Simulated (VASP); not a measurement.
# Mg7MnS8 (Fm-3m) in VASP: single point with PBEsol+U

Aim: the single point of Mg7MnS8 with PBEsol+U.

Everything below comes from runs of VASP 6.6.1. Logs are shortened: lines on timing, memory, paths and dates and some standing lists are left out, and cuts for length are marked.

## (1) The cell of the first run

Symmetry: Fm-3m, No. 225, cubic system. Conventional cell: a = 10.407 Å, b = 10.407 Å, c = 10.407 Å, α = 90.00°, β = 90.00°, γ = 90.00°. Within 3.4 Å of Mn (site symmetry m-3m) lie 6 S at 2.60 Å. Mg (site symmetry mmm) has 6 S at 2.60 Å within 3.4 Å. Within 3.4 Å of Mg (site symmetry m-3m) lie 6 S at 2.60 Å. Within 3.4 Å of S (site symmetry -43m) lie 6 Mg at 2.60 Å. S (site symmetry 4mm) has 1 Mn at 2.60 Å and 5 Mg at 2.60 Å within 3.4 Å.

## (2) Single point, PBEsol+U, collinear spin, ferromagnetic start

The input, INCAR:

```
SYSTEM = Mg7MnS8
PREC = Accurate ; ENCUT = 520
EDIFF = 1E-6 ; ISMEAR = 0
SIGMA = 0.05 ; LREAL = Auto
LASPH = .True. ; NELM = 150
ALGO = Normal ; ISIF = 2
LWAVE = .False. ; LCHARG = .False.
ISPIN = 2 ; MAGMOM = 5 0 0 0 0 0 0 0 0 0 0 0 0 0 0 0
LORBIT = 11 ; LMAXMIX = 4
LDAU = .True. ; LDAUTYPE = 2
LDAUL = 2 -1 -1 ; LDAUU = 3.5 0 0
LDAUJ = 0 0 0 ; LDAUPRINT = 1
GGA = PS ; NBANDS = 56
```

The input, KPOINTS:

```
regular mesh
0
Gamma
  3 3 3
  0 0 0
```

The input, POSCAR:

```
Mg7MnS8
1.0
    0.0000000000      5.2033000000      5.2033000000
    5.2033000000      0.0000000000      5.2033000000
    5.2033000000      5.2033000000      0.0000000000
Mn Mg S
1 7 8
Direct
    0.0000000000      0.0000000000      0.0000000000
    0.0000000000      0.0000000000      0.5000000000
    0.0000000000      0.5000000000      0.0000000000
    0.0000000000      0.5000000000      0.5000000000
    0.5000000000      0.0000000000      0.0000000000
    0.5000000000      0.0000000000      0.5000000000
    0.5000000000      0.5000000000      0.0000000000
    0.5000000000      0.5000000000      0.5000000000
    0.2500000000      0.2500000000      0.2500000000
    0.2500000000      0.2500000000      0.7500000000
    0.2500000000      0.7500000000      0.2500000000
    0.2500000000      0.7500000000      0.7500000000
    0.7500000000      0.2500000000      0.2500000000
    0.7500000000      0.2500000000      0.7500000000
    0.7500000000      0.7500000000      0.2500000000
    0.7500000000      0.7500000000      0.7500000000
```

Potentials or basis: VASP PAW PBE potentials, release 64 (Mn_pv, Mg, S).

Started as:

```console
$ cat potpaw_PBE.64/Mn_pv/POTCAR potpaw_PBE.64/Mg/POTCAR potpaw_PBE.64/S/POTCAR > POTCAR
$ mpirun -np 1 vasp_std > vasp.out
```

OUTCAR:

```text
SYSTEM = Mg7MnS8
   PREC = Accurate
   ENCUT = 520
   EDIFF = 1E-6
   ISMEAR = 0
   LREAL = Auto
   LASPH = .True.
   NELM = 150
   ISIF = 2
   ISPIN = 2
   LORBIT = 11
   GGA = PS

 ion  position               nearest neighbor table
   1  0.000  0.000  0.000-  10 2.60  11 2.60  12 2.60  13 2.60  14 2.60  15 2.60
   2  0.000  0.000  0.500-   9 2.60  11 2.60  12 2.60  13 2.60  14 2.60  16 2.60
   3  0.000  0.500  0.000-   9 2.60  10 2.60  12 2.60  13 2.60  15 2.60  16 2.60
   4  0.000  0.500  0.500-   9 2.60  10 2.60  11 2.60  14 2.60  15 2.60  16 2.60
   5  0.500  0.000  0.000-   9 2.60  10 2.60  11 2.60  14 2.60  15 2.60  16 2.60
   6  0.500  0.000  0.500-   9 2.60  10 2.60  12 2.60  13 2.60  15 2.60  16 2.60
[... 8 lines left out ...]
  15  0.750  0.750  0.250-   1 2.60   3 2.60   4 2.60   5 2.60   6 2.60   8 2.60
  16  0.750  0.750  0.750-   2 2.60   3 2.60   4 2.60   5 2.60   6 2.60   7 2.60

  LATTYP: Found a face centered cubic cell.
 ALAT       =    10.4066000000

  Lattice vectors:

 A1 = (   0.0000000000,   5.2033000000,   5.2033000000)
 A2 = (   5.2033000000,   0.0000000000,   5.2033000000)
 A3 = (   5.2033000000,   5.2033000000,   0.0000000000)

Analysis of symmetry for initial positions (statically):
=====================================================================
 Subroutine PRICEL returns:
 Original cell was already a primitive cell.

 Routine SETGRP: Setting up the symmetry group for a
 face centered cubic supercell.

 Subroutine GETGRP returns: Found 48 space group operations
 (whereof 48 operations were pure point group operations)
 out of a pool of 48 trial point group operations.

The static configuration has the point symmetry O_h .

Analysis of symmetry for dynamics (positions and initial velocities):
=====================================================================
 Subroutine PRICEL returns:
 Original cell was already a primitive cell.

 Routine SETGRP: Setting up the symmetry group for a
 face centered cubic supercell.

 Subroutine GETGRP returns: Found 48 space group operations
 (whereof 48 operations were pure point group operations)
 out of a pool of 48 trial point group operations.

The dynamic configuration has the point symmetry O_h .

Analysis of structural, dynamic, and magnetic symmetry:
=====================================================================
 Subroutine PRICEL returns:
 Original cell was already a primitive cell.

 Routine SETGRP: Setting up the symmetry group for a
 face centered cubic supercell.
[... 191 lines left out ...]
  ext. energy  EPLUGINS =         0.00000000
  ---------------------------------------------------
  free energy    TOTEN  =       -77.34806809 eV

  energy without entropy =      -77.34806809  energy(sigma->0) =      -77.34806809

 E-fermi :   4.5827     XC(G=0):  -9.9561

 val. band max:        4.2984919815   @ k =   0.0000   0.0000   0.0000
 cond. band min:       6.3633025885   @ k =   0.0000   0.0000   0.0000
 fundamental gap:      2.0648106070
 Fermi energy:         4.5827351731

 spin component 1

 k-point     1 :       0.0000    0.0000    0.0000
  band No.  band energies     occupation
      1     -45.3882      1.00000
      2     -45.3882      1.00000
      3     -45.3882      1.00000
      4      -8.8646      1.00000
      5      -7.5312      1.00000
      6      -7.5312      1.00000
[... 197 lines left out ...]
     48       9.7090      0.00000
     49      10.3115      0.00000
 Fermi energy:         4.5827351731

 spin component 2

 k-point     1 :       0.0000    0.0000    0.0000
  band No.  band energies     occupation
      1     -40.6074      1.00000
      2     -40.6074      1.00000
      3     -40.6074      1.00000
      4      -8.8212      1.00000
      5      -7.5035      1.00000
      6      -7.4917      1.00000
[... 197 lines left out ...]
     48      10.1109      0.00000
     49      10.3450      0.00000
 [bands above 49 left out]

------------------------ aborting loop because EDIFF is reached ----------------------------------------

  FORCE on cell =-STRESS in cart. coord.  units (eV):
  Direction    XX          YY          ZZ          XY          YZ          ZX
  --------------------------------------------------------------------------------------
  -------------------------------------------------------------------------------------
  Total       -1.8723344     -1.8723344     -1.8723344      0.0000000     -0.0000000     -0.0000000
  in kB      -10.6470035    -10.6470035    -10.6470035      0.0000000     -0.0000000     -0.0000000
  external PRESSURE =     -10.6470035 kB  Pullay stress =       0.0000000 kB

 VOLUME and BASIS-vectors are now :
 -----------------------------------------------------------------------------
  energy-cutoff  :      520.00
  volume of cell :      281.75
      direct lattice vectors                 reciprocal lattice vectors
     0.000000000  5.203300000  5.203300000    -0.096092864  0.096092864  0.096092864
     5.203300000  0.000000000  5.203300000     0.096092864 -0.096092864  0.096092864
     5.203300000  5.203300000  0.000000000     0.096092864  0.096092864 -0.096092864

 POSITION                                       TOTAL-FORCE (eV/Angst)
 -----------------------------------------------------------------------------------
      0.00000      0.00000      0.00000        -0.000000      0.000000      0.000000
      2.60165      2.60165      0.00000         0.000000      0.000000      0.000000
      2.60165      0.00000      2.60165        -0.000000      0.000000      0.000000
      5.20330      2.60165      2.60165         0.000000      0.000000      0.000000
      0.00000      2.60165      2.60165         0.000000      0.000000      0.000000
      2.60165      5.20330      2.60165        -0.000000      0.000000      0.000000
[... 8 lines left out ...]
      5.20330      5.20330      7.80495         0.000000      0.000000     -0.007561
      7.80495      7.80495      7.80495        -0.000000      0.000000      0.000000
 -----------------------------------------------------------------------------------
    total drift:                               -0.000000     -0.000000     -0.000000

  FREE ENERGIE OF THE ION-ELECTRON SYSTEM (eV)
  ---------------------------------------------------
  free  energy   TOTEN  =       -77.3480680936 eV

  energy  without entropy=      -77.3480680936  energy(sigma->0) =      -77.34806809

 total charge

# of ion       s       p       d       tot
------------------------------------------
    1        0.216   6.175   4.901  11.292
    2        0.137   0.128   0.040   0.305
    3        0.137   0.128   0.040   0.305
    4        0.137   0.128   0.040   0.305
    5        0.137   0.128   0.040   0.305
    6        0.137   0.128   0.040   0.305
[... 8 lines left out ...]
   15        1.309   2.471   0.000   3.781
   16        1.308   2.479   0.000   3.787
--------------------------------------------------
tot         11.651  26.861   5.179  43.692

 magnetization (x)

# of ion       s       p       d       tot
------------------------------------------
    1        0.031   0.029   4.454   4.513
    2        0.001   0.000   0.000   0.001
    3        0.001   0.000   0.000   0.001
    4        0.001   0.000   0.000   0.001
    5        0.001   0.000   0.000   0.001
    6        0.001   0.000   0.000   0.001
[... 8 lines left out ...]
   15        0.003   0.013   0.000   0.016
   16        0.000   0.001   0.000   0.001
--------------------------------------------------
tot          0.063   0.114   4.456   4.633
```

stdout:

```text
POSCAR found type information on POSCAR MnMgS
 POSCAR found :  3 types and      16 ions
 scaLAPACK will be used
 -----------------------------------------------------------------------------
|                                                                             |
|                                                                             |
|     You enforced a specific xc type in the INCAR file but a different       |
|     I HOPE YOU KNOW WHAT YOU ARE DOING!                                     |
|                                                                             |
 -----------------------------------------------------------------------------

 LDA part: xc-table for (Slater+PW92), standard interpolation
 POSCAR, INCAR and KPOINTS ok, starting setup
 FFT: planning ... GRIDC
 FFT: planning ... GRID_SOFT
 FFT: planning ... GRID
 WAVECAR not read
 entering main loop
```

Wall time 5.6 min (1 thread of AMD EPYC 7R43 (Zen 3), shared host); peak memory 0.54 GiB.

Results:

```yaml
Free_energy: -77.3481 eV
Pressure: -1.1 GPa
Band_gap_on_the_k_mesh: 2.06 eV, direct
Net_moment: 5.00 μB per cell
Site_moments: Mn +4.51; Mg +0.00, +0.01; S +0.00, +0.02 μB
Valence_electrons_inside_the_program's_atomic_spheres: Mn 11.29; Mg 0.30, 0.31; S 3.79, 3.78
```

Levels at points of the mesh, in eV from the valence-band top:
Spin up:
```tsv
k point	band 37	band 38	band 39	band 40	band 41	band 42	band 43	band 44
(0.00, 0.00, 0.00)	-0.47	-0.47	0.00	0.00	2.06	2.26	2.26	3.10
```
Spin down:
```tsv
k point	band 32	band 33	band 34	band 35	band 36	band 37	band 38	band 39
(0.00, 0.00, 0.00)	-1.04	-0.44	-0.44	-0.44	2.25	2.25	2.58	2.75
```

Eigenvalues of the final occupation matrices:
| site | spin | trace | eigenvalues |
| --- | --- | --- | --- |
| site 1 d | 1 | 4.69 | 0.93 0.93 0.93 0.95 0.95 |
| site 1 d | 2 | 0.23 | 0.02 0.02 0.02 0.09 0.09 |

Caveat: the PAW data sets were made with another functional, which shifts forces and pressure a little; a cell with one magnetic atom can't hold antiferromagnetic order, which such compounds often take.
